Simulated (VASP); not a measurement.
# MnF2 (Fm-3m) in VASP: single point with PBE

Aim: the single point of MnF2 with PBE.

All numbers are computed with VASP 6.6.1; they aren't measurements. Logs are shortened: lines on timing, memory, paths and dates and some standing lists are left out, and cuts for length are marked.

## 1. The cell of the first run

The structure is cubic, space group Fm-3m (No. 225). Conventional cell: a = 5.177 Å, b = 5.177 Å, c = 5.177 Å, α = 90.00°, β = 90.00°, γ = 90.00°. Mn (site symmetry m-3m) has 8 F at 2.24 Å within 3.0 Å. Within 3.0 Å of F (site symmetry -43m) lie 4 Mn at 2.24 Å and 6 F at 2.59 Å.

## 2. Single point, PBE, collinear spin, ferromagnetic start

File INCAR:

```
ALGO = Normal ; EDIFF = 1E-6
ENCUT = 600 ; GGA = PE
GGA_COMPAT = F ; ISIF = 2
ISMEAR = -1 ; ISPIN = 2
LASPH = T ; LCHARG = T
LELF = T ; LMAXMIX = 4
LORBIT = 11 ; LREAL = F
LVHAR = T ; LWAVE = F
MAGMOM = 5.5 0 0 ; NBANDS = 24
NELM = 200 ; PREC = Accurate
SIGMA = 0.05
```

File KPOINTS:

```
k-points
0
Gamma
  9 9 9
```

File POSCAR:

```
MnF2
1.0
    0.0000000000      2.5885020200      2.5885020200
    2.5885020200      0.0000000000      2.5885020200
    2.5885020200      2.5885020200      0.0000000000
Mn F
1 2
Direct
    0.0000000000      0.0000000000      0.0000000000
    0.2500000000      0.2500000000      0.2500000000
    0.7500000000      0.7500000000      0.7500000000
```

Potentials or basis: VASP PAW PBE potentials, release 64 (Mn_pv, F).

Run with:

```
> cat potpaw_PBE.64/Mn_pv/POTCAR potpaw_PBE.64/F/POTCAR > POTCAR
> mpirun -np 1 vasp_std > vasp.out
```

OUTCAR:

```text
EDIFF = 1E-6
   ENCUT = 600
   GGA = PE
   ISIF = 2
   ISMEAR = -1
   ISPIN = 2
   LASPH = T
   LORBIT = 11
   LREAL = F
   NELM = 200
   PREC = Accurate

 ion  position               nearest neighbor table
   1  0.000  0.000  0.000-   3 2.24   3 2.24   3 2.24   2 2.24   3 2.24   2 2.24   2 2.24   2 2.24

   2  0.250  0.250  0.250-   1 2.24   1 2.24   1 2.24   1 2.24
   3  0.750  0.750  0.750-   1 2.24   1 2.24   1 2.24   1 2.24

  LATTYP: Found a face centered cubic cell.
 ALAT       =     5.1770040400

  Lattice vectors:

 A1 = (   0.0000000000,   2.5885020200,   2.5885020200)
 A2 = (   2.5885020200,   0.0000000000,   2.5885020200)
 A3 = (   2.5885020200,   2.5885020200,   0.0000000000)

Analysis of symmetry for initial positions (statically):
=====================================================================
 Subroutine PRICEL returns:
 Original cell was already a primitive cell.

 Routine SETGRP: Setting up the symmetry group for a
 face centered cubic supercell.

 Subroutine GETGRP returns: Found 48 space group operations
 (whereof 48 operations were pure point group operations)
 out of a pool of 48 trial point group operations.

The static configuration has the point symmetry O_h .

Analysis of symmetry for dynamics (positions and initial velocities):
=====================================================================
 Subroutine PRICEL returns:
 Original cell was already a primitive cell.

 Routine SETGRP: Setting up the symmetry group for a
 face centered cubic supercell.

 Subroutine GETGRP returns: Found 48 space group operations
 (whereof 48 operations were pure point group operations)
 out of a pool of 48 trial point group operations.

The dynamic configuration has the point symmetry O_h .

Analysis of structural, dynamic, and magnetic symmetry:
=====================================================================
 Subroutine PRICEL returns:
 Original cell was already a primitive cell.

 Routine SETGRP: Setting up the symmetry group for a
 face centered cubic supercell.

 Subroutine GETGRP returns: Found 48 space group operations
 (whereof 48 operations were pure point group operations)
 out of a pool of 48 trial point group operations.

The overall configuration has the point symmetry O_h .

 Subroutine INISYM returns: Found 48 space group operations
 (whereof 48 operations are pure point group operations),
 and found     1 'primitive' translations

----------------------------------------------------------------------------------------

                                     Primitive cell

  volume of cell :      34.6877

  direct lattice vectors                    reciprocal lattice vectors
     0.000000000  2.588502020  2.588502020    -0.193161912  0.193161912  0.193161912
     2.588502020  0.000000000  2.588502020     0.193161912 -0.193161912  0.193161912
     2.588502020  2.588502020  0.000000000     0.193161912  0.193161912 -0.193161912

  length of vectors
     3.660694663  3.660694663  3.660694663     0.334566246  0.334566246  0.334566246

  position of ions in fractional coordinates (direct lattice)
     0.000000000  0.000000000  0.000000000
     0.250000000  0.250000000  0.250000000
     0.750000000  0.750000000  0.750000000

  ion indices of the primitive-cell ions
   primitive index   ion index
                 1           1
                 2           2
                 3           3

----------------------------------------------------------------------------------------

 KPOINTS: k-points

Automatic generation of k-mesh.
 Grid dimensions read from file:
 generate k-points for:    9    9    9

 Generating k-lattice:

  Cartesian coordinates                     Fractional coordinates (reciprocal lattice)
    -0.021462435  0.021462435  0.021462435     0.111111111  0.000000000  0.000000000
     0.021462435 -0.021462435  0.021462435     0.000000000  0.111111111  0.000000000
     0.021462435  0.021462435 -0.021462435     0.000000000  0.000000000  0.111111111

  Length of vectors
     0.037174027  0.037174027  0.037174027

  Shift w.r.t. Gamma in fractional coordinates (k-lattice)
     0.000000000  0.000000000  0.000000000

 Subroutine IBZKPT returns following result:
 ===========================================

 Found     35 irreducible k-points:

 Following reciprocal coordinates:
            Coordinates               Weight
  0.000000  0.000000  0.000000      1.000000
  0.111111  0.000000  0.000000      8.000000
  0.222222  0.000000  0.000000      8.000000
  0.333333  0.000000  0.000000      8.000000
  0.444444  0.000000  0.000000      8.000000
  0.111111  0.111111  0.000000      6.000000
[... 16 lines left out ...]
 -0.333333  0.333333  0.000000     12.000000
  0.444444  0.444444  0.000000      6.000000
 [... further k-points ...]
   k-points           NKPTS =     35   k-points in BZ     NKDIM =     35   number of bands    NBANDS=     24
   number of dos      NEDOS =    301   number of ions     NIONS =      3
   total plane-waves  NPLWV =  27000
   dimension x,y,z NGX =    30 NGY =   30 NGZ =   30
   dimension x,y,z NGXF=    60 NGYF=   60 NGZF=   60
   ions per type =               1   2
   NGX,Y,Z   is equivalent  to a cutoff of  13.62, 13.62, 13.62 a.u.
   NGXF,Y,Z  is equivalent  to a cutoff of  27.25, 27.25, 27.25 a.u.
 SYSTEM =  unknown system
   PREC   = accura    normal or accurate (medium, high low for compatibility)
   ISTART =      0    job   : 0-new  1-cont  2-samecut
   ICHARG =      2    charge: 1-file 2-atom 10-const
   ISPIN  =      2    spin polarized calculation?
   LNONCOLLINEAR =      F non collinear calculations
   LSORBIT =      F    spin-orbit coupling
   LASPH  =      T    aspherical Exc in radial PAW
   ENCUT  =  600.0 eV  44.10 Ry    6.64 a.u.   7.31  7.31  7.31*2*pi/ulx,y,z
   NELM   =    200;   NELMIN=  2; NELMDL= -5     # of ELM steps
   EDIFF  = 0.1E-05   stopping-criterion for ELM
   LREAL  =      F    real-space projection
   EDIFFG = 0.1E-04   stopping-criterion for IOM
   NSW    =      0    number of steps for IOM
   IBRION =     -1    ionic relax: 0-MD 1-quasi-New 2-CG
   NFREE  =      0    steps in history (QN), initial steepest desc. (CG)
   ISIF   =      2    stress and relaxation
   ISYM   =      2    0-nonsym 1-usesym 2-fastsym
   POTIM  = 0.5000    time-step for ionic-motion
   TEBEG  =    0.0;   TEEND  =   0.0 temperature during run
   PSTRESS=    0.0 pullay stress
   NELECT =      27.0000    total number of electrons
   NUPDOWN=      -1.0000    fix difference up-down
   EMIN   =  10.00;   EMAX   =-10.00  energy-range for DOS
   EFERMI =   0.00;   METHOD = LEGACY
   ISMEAR =    -1;   SIGMA  =   0.05  broadening in eV -4-tet -1-fermi 0-gaus
   EFERMI_NEDOS =   21; number of points for ismear=-14 and -15
   IALGO  =     38    algorithm
   IMIX   =      4    mixing-type and parameters
     AMIX     =   0.40;   BMIX     =  1.00
     AMIX_MAG =   1.60;   BMIX_MAG =  1.00
  volume/ion in A,a.u.               =      11.56        78.03
  Fermi-wavevector in a.u.,A,eV,Ry     =   1.505928  2.845792 30.855558  2.267820
  Thomas-Fermi vector in A             =   2.616713
   LORBIT       =     11    0 simple, 1 ext, 2 COOP (PROOUT), +10 PAW based schemes
   GGA     = PE    functional components
   LHFCALC =     F    Hartree Fock is set to
   AEXX    =    0.0000 exact exchange contribution
   IVDW    =     0    specifies the selected vdW correction
   LEPSILON=     F    determine dielectric tensor
   LRPA    =     F    only Hartree local field effects (RPA)
 spin polarized calculation
  energy-cutoff  :      600.00
  volume of cell :       34.69
 maximum number of plane-waves:      1185
 NGX is ok and might be reduce to    30
   NGX = 15   NGY = 15   NGZ = 15

 number of electron      27.0000018 magnetization       5.0000764

 Free energy of the ion-electron system (eV)
  ---------------------------------------------------
  ext. energy  EPLUGINS =         0.00000000
  ---------------------------------------------------
  free energy    TOTEN  =       -19.48194899 eV

  energy without entropy =      -19.48194899  energy(sigma->0) =      -19.48194899

 E-fermi :   4.7642     XC(G=0): -10.5237

 val. band max:        3.6882632838   @ k =   0.0000   0.0000   0.0000
 cond. band min:       5.6321431176   @ k =   0.0000   0.0000   0.0000
 fundamental gap:      1.9438798338
 Fermi energy:         4.7642199948

 spin component 1

 k-point     1 :       0.0000    0.0000    0.0000
  band No.  band energies     occupation
      1     -45.7523      1.00000
      2     -45.7523      1.00000
      3     -45.7523      1.00000
      4     -20.3727      1.00000
      5     -18.9728      1.00000
      6      -2.7365      1.00000
[... 16 lines left out ...]
     23      21.5923      0.00000
     24      25.9084      0.00000
[... 598 lines left out ...]
      2     -45.7560      1.00000
      3     -45.7560      1.00000
      4     -19.7951      1.00000
      5     -19.4054      1.00000
      6      -3.6903      1.00000
[... 16 lines left out ...]
     23      23.3060      0.00000
     24      25.8790      0.00000

 [... further k-points ...]

 spin component 2

 k-point     1 :       0.0000    0.0000    0.0000
  band No.  band energies     occupation
      1     -40.7566      1.00000
      2     -40.7566      1.00000
      3     -40.7566      1.00000
      4     -20.1836      1.00000
      5     -18.8035      1.00000
      6      -2.1197      1.00000
[... 16 lines left out ...]
     23      22.6336      0.00000
     24      26.5451      0.00000
[... 598 lines left out ...]
      2     -40.7619      1.00000
      3     -40.7619      1.00000
      4     -19.6126      1.00000
      5     -19.2260      1.00000
      6      -3.2430      1.00000
[... 16 lines left out ...]
     23      23.6059      0.00000
     24      26.6632      0.00000

 [... further k-points ...]

------------------------ aborting loop because EDIFF is reached ----------------------------------------

  FORCE on cell =-STRESS in cart. coord.  units (eV):
  Direction    XX          YY          ZZ          XY          YZ          ZX
  --------------------------------------------------------------------------------------
  -------------------------------------------------------------------------------------
  Total        0.7468126      0.7468126      0.7468126      0.0000000      0.0000000      0.0000000
  in kB       34.4942483     34.4942483     34.4942483      0.0000000      0.0000000      0.0000000
  external PRESSURE =      34.4942483 kB  Pullay stress =       0.0000000 kB

 VOLUME and BASIS-vectors are now :
 -----------------------------------------------------------------------------
  energy-cutoff  :      600.00
  volume of cell :       34.69
      direct lattice vectors                 reciprocal lattice vectors
     0.000000000  2.588502020  2.588502020    -0.193161912  0.193161912  0.193161912
     2.588502020  0.000000000  2.588502020     0.193161912 -0.193161912  0.193161912
     2.588502020  2.588502020  0.000000000     0.193161912  0.193161912 -0.193161912

 POSITION                                       TOTAL-FORCE (eV/Angst)
 -----------------------------------------------------------------------------------
      0.00000      0.00000      0.00000         0.000000     -0.000000     -0.000000
      1.29425      1.29425      1.29425        -0.000000      0.000000     -0.000000
      3.88275      3.88275      3.88275         0.000000     -0.000000      0.000000
 -----------------------------------------------------------------------------------
    total drift:                                0.000000     -0.000000      0.000000

  FREE ENERGIE OF THE ION-ELECTRON SYSTEM (eV)
  ---------------------------------------------------
  free  energy   TOTEN  =       -19.4819489856 eV

  energy  without entropy=      -19.4819489855  energy(sigma->0) =      -19.48194899

 total charge

# of ion       s       p       d       tot
------------------------------------------
    1        0.143   6.120   4.924  11.187
    2        1.733   4.368   0.000   6.102
    3        1.733   4.368   0.000   6.102
--------------------------------------------------
tot          3.610  14.856   4.924  23.390

 magnetization (x)

# of ion       s       p       d       tot
------------------------------------------
    1        0.020   0.019   4.568   4.607
    2        0.008   0.078   0.000   0.086
    3        0.008   0.078   0.000   0.086
--------------------------------------------------
tot          0.036   0.175   4.568   4.779
```

Wall time 81 s (1 thread of AMD EPYC 7R43 (Zen 3), shared host); peak memory 0.18 GiB.

What came out:

* Free energy: -19.4819 eV
* Pressure: 3.4 GPa
* Band gap on the k mesh: 1.94 eV, direct
* Net moment: 5.00 μB per cell
* Site moments: Mn +4.61; F +0.09 μB
* Valence electrons inside the program's atomic spheres: Mn 11.19; F 6.10

Caveat: a cell with one magnetic atom can't hold antiferromagnetic order, which such compounds often take. A k mesh can miss the band edges.
